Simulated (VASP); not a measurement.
# Si (Fd-3m) in VASP: single point with PBE

Aim: the single point of Si with PBE.

Everything below comes from runs of VASP 6.6.1. Logs are shortened: lines on timing, memory, paths and dates and some standing lists are left out, and cuts for length are marked.

## 1. The cell of the first run

The structure is cubic, space group Fd-3m (No. 227). The conventional cell has a = 5.427 Å, b = 5.427 Å, c = 5.427 Å, α = 90.00°, β = 90.00°, γ = 90.00°. Si (site symmetry -43m) has 4 Si at 2.35 Å within 3.1 Å.

## 2. Single point, PBE

File INCAR:

```
SYSTEM = Si
PREC     = Accurate       ! precision mode
ENCUT    = 520            ! plane-wave cutoff, eV
EDIFF    = 1E-6           ! SCF threshold, eV
ISMEAR   = 0              ! smearing method
SIGMA    = 0.01           ! smearing width, eV
LREAL    = .FALSE.        ! projectors in reciprocal space
LASPH    = .TRUE.         ! aspherical terms in the spheres
NELM     = 60             ! most SCF steps
ALGO     = Normal         ! electronic algorithm
ISIF     = 2              ! what is computed and relaxed
LWAVE    = .FALSE.        ! write WAVECAR
LCHARG   = .FALSE.        ! write CHGCAR
GGA      = PE             ! functional
NBANDS   = 11             ! bands
```

File KPOINTS:

```
Automatic mesh
0
G
  7 7 7
  0 0 0
```

File POSCAR:

```
Si
1.0
    0.0000000000      2.7135600000      2.7135600000
    2.7135600000      0.0000000000      2.7135600000
    2.7135600000      2.7135600000      0.0000000000
Si
2
Direct
    0.7500000000      0.7500000000      0.7500000000
    0.5000000000      0.5000000000      0.5000000000
```

Potentials or basis: VASP PAW PBE potentials, release 64 (Si).

Run with:

```sh
$ cat potpaw_PBE.64/Si/POTCAR > POTCAR
$ mpirun -np 1 vasp_std > vasp.out
```

OUTCAR:

```text
SYSTEM = Si
   PREC = Accurate
   ENCUT = 520
   EDIFF = 1E-6
   ISMEAR = 0
   LREAL = .FALSE.
   LASPH = .TRUE.
   NELM = 60
   ISIF = 2
   GGA = PE

 ion  position               nearest neighbor table
   1  0.750  0.750  0.750-   2 2.35   2 2.35   2 2.35   2 2.35
   2  0.500  0.500  0.500-   1 2.35   1 2.35   1 2.35   1 2.35

  LATTYP: Found a face centered cubic cell.
 ALAT       =     5.4271200000

  Lattice vectors:

 A1 = (   0.0000000000,   2.7135600000,   2.7135600000)
 A2 = (   2.7135600000,   0.0000000000,   2.7135600000)
 A3 = (   2.7135600000,   2.7135600000,   0.0000000000)

Analysis of symmetry for initial positions (statically):
=====================================================================
 Subroutine PRICEL returns:
 Original cell was already a primitive cell.

 Routine SETGRP: Setting up the symmetry group for a
 face centered cubic supercell.

 Subroutine GETGRP returns: Found 48 space group operations
 (whereof 24 operations were pure point group operations)
 out of a pool of 48 trial point group operations.

The static configuration has the point symmetry T_d .
 The point group associated with its full space group is O_h .

Analysis of symmetry for dynamics (positions and initial velocities):
=====================================================================
 Subroutine PRICEL returns:
 Original cell was already a primitive cell.

 Routine SETGRP: Setting up the symmetry group for a
 face centered cubic supercell.

 Subroutine GETGRP returns: Found 48 space group operations
 (whereof 24 operations were pure point group operations)
 out of a pool of 48 trial point group operations.

The dynamic configuration has the point symmetry T_d .
 The point group associated with its full space group is O_h .

 Subroutine INISYM returns: Found 48 space group operations
 (whereof 24 operations are pure point group operations),
 and found     1 'primitive' translations

----------------------------------------------------------------------------------------

                                     Primitive cell

  volume of cell :      39.9621

  direct lattice vectors                    reciprocal lattice vectors
     0.000000000  2.713560000  2.713560000    -0.184259792  0.184259792  0.184259792
     2.713560000  0.000000000  2.713560000     0.184259792 -0.184259792  0.184259792
     2.713560000  2.713560000  0.000000000     0.184259792  0.184259792 -0.184259792

  length of vectors
     3.837553354  3.837553354  3.837553354     0.319147321  0.319147321  0.319147321

  position of ions in fractional coordinates (direct lattice)
     0.750000000  0.750000000  0.750000000
     0.500000000  0.500000000  0.500000000

  ion indices of the primitive-cell ions
   primitive index   ion index
                 1           1
                 2           2

----------------------------------------------------------------------------------------

 KPOINTS: Automatic mesh

Automatic generation of k-mesh.
 Grid dimensions read from file:
 generate k-points for:    7    7    7

 Generating k-lattice:

  Cartesian coordinates                     Fractional coordinates (reciprocal lattice)
    -0.026322827  0.026322827  0.026322827     0.142857143  0.000000000  0.000000000
     0.026322827 -0.026322827  0.026322827     0.000000000  0.142857143  0.000000000
     0.026322827  0.026322827 -0.026322827     0.000000000  0.000000000  0.142857143

  Length of vectors
     0.045592474  0.045592474  0.045592474

  Shift w.r.t. Gamma in fractional coordinates (k-lattice)
     0.000000000  0.000000000  0.000000000

 Subroutine IBZKPT returns following result:
 ===========================================

 Found     20 irreducible k-points:

 Following reciprocal coordinates:
            Coordinates               Weight
  0.000000  0.000000  0.000000      1.000000
  0.142857  0.000000  0.000000      8.000000
  0.285714  0.000000  0.000000      8.000000
  0.428571  0.000000  0.000000      8.000000
  0.142857  0.142857  0.000000      6.000000
  0.285714  0.142857  0.000000     24.000000
[... 12 lines left out ...]
 -0.428571  0.428571  0.142857     24.000000
 -0.285714  0.428571  0.142857     24.000000
   k-points           NKPTS =     20   k-points in BZ     NKDIM =     20   number of bands    NBANDS=     11
   number of dos      NEDOS =    301   number of ions     NIONS =      2
   total plane-waves  NPLWV =  27000
   dimension x,y,z NGX =    30 NGY =   30 NGZ =   30
   dimension x,y,z NGXF=    60 NGYF=   60 NGZF=   60
   ions per type =               2
   NGX,Y,Z   is equivalent  to a cutoff of  13.00, 13.00, 13.00 a.u.
   NGXF,Y,Z  is equivalent  to a cutoff of  25.99, 25.99, 25.99 a.u.
 SYSTEM =  Si
   PREC   = accura    normal or accurate (medium, high low for compatibility)
   ISTART =      0    job   : 0-new  1-cont  2-samecut
   ICHARG =      2    charge: 1-file 2-atom 10-const
   ISPIN  =      1    spin polarized calculation?
   LNONCOLLINEAR =      F non collinear calculations
   LSORBIT =      F    spin-orbit coupling
   LASPH  =      T    aspherical Exc in radial PAW
   ENCUT  =  520.0 eV  38.22 Ry    6.18 a.u.   7.14  7.14  7.14*2*pi/ulx,y,z
   NELM   =     60;   NELMIN=  2; NELMDL= -5     # of ELM steps
   EDIFF  = 0.1E-05   stopping-criterion for ELM
   LREAL  =      F    real-space projection
   EDIFFG = 0.1E-04   stopping-criterion for IOM
   NSW    =      0    number of steps for IOM
   IBRION =     -1    ionic relax: 0-MD 1-quasi-New 2-CG
   NFREE  =      0    steps in history (QN), initial steepest desc. (CG)
   ISIF   =      2    stress and relaxation
   ISYM   =      2    0-nonsym 1-usesym 2-fastsym
   POTIM  = 0.5000    time-step for ionic-motion
   TEBEG  =    0.0;   TEEND  =   0.0 temperature during run
   PSTRESS=    0.0 pullay stress
   NELECT =       8.0000    total number of electrons
   NUPDOWN=      -1.0000    fix difference up-down
   EMIN   =  10.00;   EMAX   =-10.00  energy-range for DOS
   EFERMI =   0.00;   METHOD = LEGACY
   ISMEAR =     0;   SIGMA  =   0.01  broadening in eV -4-tet -1-fermi 0-gaus
   EFERMI_NEDOS =   21; number of points for ismear=-14 and -15
   IALGO  =     38    algorithm
   IMIX   =      4    mixing-type and parameters
     AMIX     =   0.40;   BMIX     =  1.00
     AMIX_MAG =   1.60;   BMIX_MAG =  1.00
  volume/ion in A,a.u.               =      19.98       134.84
  Fermi-wavevector in a.u.,A,eV,Ry     =   0.957684  1.809760 12.478691  0.917158
  Thomas-Fermi vector in A             =   2.086724
   LORBIT       =      0    0 simple, 1 ext, 2 COOP (PROOUT), +10 PAW based schemes
   GGA     = PE    functional components
   LHFCALC =     F    Hartree Fock is set to
   AEXX    =    0.0000 exact exchange contribution
   IVDW    =     0    specifies the selected vdW correction
   LEPSILON=     F    determine dielectric tensor
   LRPA    =     F    only Hartree local field effects (RPA)
 non-spin polarized calculation
 Gauss-broadening in eV      SIGMA  =   0.01
  energy-cutoff  :      520.00
  volume of cell :       39.96
 maximum number of plane-waves:      1087
 NGX is ok and might be reduce to    30
   NGX = 15   NGY = 15   NGZ = 15

 number of electron       8.0000000 magnetization

 Free energy of the ion-electron system (eV)
  ---------------------------------------------------
  ext. energy  EPLUGINS =         0.00000000
  ---------------------------------------------------
  free energy    TOTEN  =       -10.83440537 eV

  energy without entropy =      -10.83440537  energy(sigma->0) =      -10.83440537

 E-fermi :   5.9118     XC(G=0):  -9.4150

 val. band max:        5.8492575417   @ k =   0.0000   0.0000   0.0000
 cond. band min:       6.4179425058   @ k =   0.4286   0.4286   0.0000
 fundamental gap:      0.5686849641
 Fermi energy:         5.9118257356

 k-point     1 :       0.0000    0.0000    0.0000
  band No.  band energies     occupation
      1      -6.1224      2.00000
      2       5.8493      2.00000
      3       5.8493      2.00000
      4       5.8493      2.00000
      5       8.4145      0.00000
      6       8.4145      0.00000
      7       8.4145      0.00000
      8       9.2461      0.00000
      9      13.5687      0.00000
     10      13.5687      0.00000
     11      13.8163      0.00000

 k-point     2 :       0.1429    0.0000    0.0000
  band No.  band energies     occupation
      1      -5.8558      2.00000
      2       3.9183      2.00000
      3       5.4917      2.00000
      4       5.4917      2.00000
      5       8.2982      0.00000
      6       8.9368      0.00000
      7       8.9368      0.00000
      8      10.8988      0.00000
      9      13.0091      0.00000
     10      13.0091      0.00000
     11      14.7747      0.00000

 k-point     3 :       0.2857    0.0000    0.0000
  band No.  band energies     occupation
      1      -5.0873      2.00000
      2       1.2938      2.00000
      3       4.9757      2.00000
      4       4.9757      2.00000
      5       7.7633      0.00000
      6       9.3861      0.00000
      7       9.3861      0.00000
      8      13.3058      0.00000
      9      13.3058      0.00000
     10      13.3301      0.00000
     11      14.7629      0.00000

 k-point     4 :       0.4286    0.0000    0.0000
  band No.  band energies     occupation
      1      -4.0428      2.00000
      2      -0.7434      2.00000
      3       4.6871      2.00000
      4       4.6871      2.00000
      5       7.4382      0.00000
      6       9.2286      0.00000
      7       9.2286      0.00000
      8      13.6427      0.00000
      9      15.3338      0.00000
     10      15.3338      0.00000
     11      16.4424      0.00000

 k-point     5 :       0.1429    0.1429    0.0000
  band No.  band energies     occupation
      1      -5.7656      2.00000
      2       4.2228      2.00000
      3       4.8748      2.00000
      4       4.8748      2.00000
      5       7.7311      0.00000
      6       9.8245      0.00000
      7       9.8245      0.00000
      8      10.3008      0.00000
      9      12.3216      0.00000
     10      13.9644      0.00000
     11      15.1975      0.00000
[... 155 lines left out ...]
 k-point    17 :       0.4286    0.2857    0.1429
  band No.  band energies     occupation
      1      -4.4023      2.00000
      2       0.9527      2.00000
      3       2.7284      2.00000
      4       4.0591      2.00000
      5       8.4341      0.00000
      6       9.6869      0.00000
      7       9.9974      0.00000
      8      12.0026      0.00000
      9      14.1130      0.00000
     10      16.8480      0.00000
     11      17.2886      0.00000

 k-point    18 :      -0.4286    0.2857    0.1429
  band No.  band energies     occupation
      1      -3.3561      2.00000
      2      -0.5861      2.00000
      3       2.1564      2.00000
      4       3.5193      2.00000
      5       8.9184      0.00000
      6       9.3372      0.00000
      7      11.3276      0.00000
      8      12.4546      0.00000
      9      14.1991      0.00000
     10      15.8529      0.00000
     11      18.0607      0.00000

 k-point    19 :      -0.4286    0.4286    0.1429
  band No.  band energies     occupation
      1      -2.8142      2.00000
      2      -0.9000      2.00000
      3       2.2432      2.00000
      4       2.6550      2.00000
      5       8.0597      0.00000
      6       8.4261      0.00000
      7      12.0144      0.00000
      8      14.5444      0.00000
      9      14.9982      0.00000
     10      16.9278      0.00000
     11      18.3378      0.00000

 k-point    20 :      -0.2857    0.4286    0.1429
  band No.  band energies     occupation
      1      -2.3744      2.00000
      2      -1.2990      2.00000
      3       1.6000      2.00000
      4       2.7475      2.00000
      5       8.5866      0.00000
      6      10.6885      0.00000
      7      11.5123      0.00000
      8      11.6470      0.00000
      9      14.9415      0.00000
     10      16.1119      0.00000
     11      19.0739      0.00000

------------------------ aborting loop because EDIFF is reached ----------------------------------------

  FORCE on cell =-STRESS in cart. coord.  units (eV):
  Direction    XX          YY          ZZ          XY          YZ          ZX
  --------------------------------------------------------------------------------------
  -------------------------------------------------------------------------------------
  Total        0.5397920      0.5397920      0.5397920      0.0000000      0.0000000      0.0000000
  in kB       21.6415710     21.6415710     21.6415710      0.0000000      0.0000000      0.0000000
  external PRESSURE =      21.6415710 kB  Pullay stress =       0.0000000 kB

 VOLUME and BASIS-vectors are now :
 -----------------------------------------------------------------------------
  energy-cutoff  :      520.00
  volume of cell :       39.96
      direct lattice vectors                 reciprocal lattice vectors
     0.000000000  2.713560000  2.713560000    -0.184259792  0.184259792  0.184259792
     2.713560000  0.000000000  2.713560000     0.184259792 -0.184259792  0.184259792
     2.713560000  2.713560000  0.000000000     0.184259792  0.184259792 -0.184259792

 POSITION                                       TOTAL-FORCE (eV/Angst)
 -----------------------------------------------------------------------------------
      4.07034      4.07034      4.07034        -0.000000     -0.000000     -0.000000
      2.71356      2.71356      2.71356         0.000000      0.000000      0.000000
 -----------------------------------------------------------------------------------
    total drift:                               -0.000000     -0.000000     -0.000000

  FREE ENERGIE OF THE ION-ELECTRON SYSTEM (eV)
  ---------------------------------------------------
  free  energy   TOTEN  =       -10.8344053693 eV

  energy  without entropy=      -10.8344053693  energy(sigma->0) =      -10.83440537
```

It took 3.8 s on 1 thread of AMD EPYC 9R45 (Zen 5), shared host; peak memory 0.12 GiB.

What came out:

```yaml
Free_energy: -10.8344 eV
Pressure: 2.2 GPa
Band_gap_on_the_k_mesh: 0.57 eV, indirect (least direct gap 2.57 eV)
```

Levels at points of the mesh, in eV from the valence-band top:
| k point | band 2 | band 3 | band 4 | band 5 | band 6 | band 7 |
| --- | --- | --- | --- | --- | --- | --- |
| (0.00, 0.00, 0.00) | 0.00 | 0.00 | 0.00 | 2.57 | 2.57 | 2.57 |

A k mesh can miss the band edges.
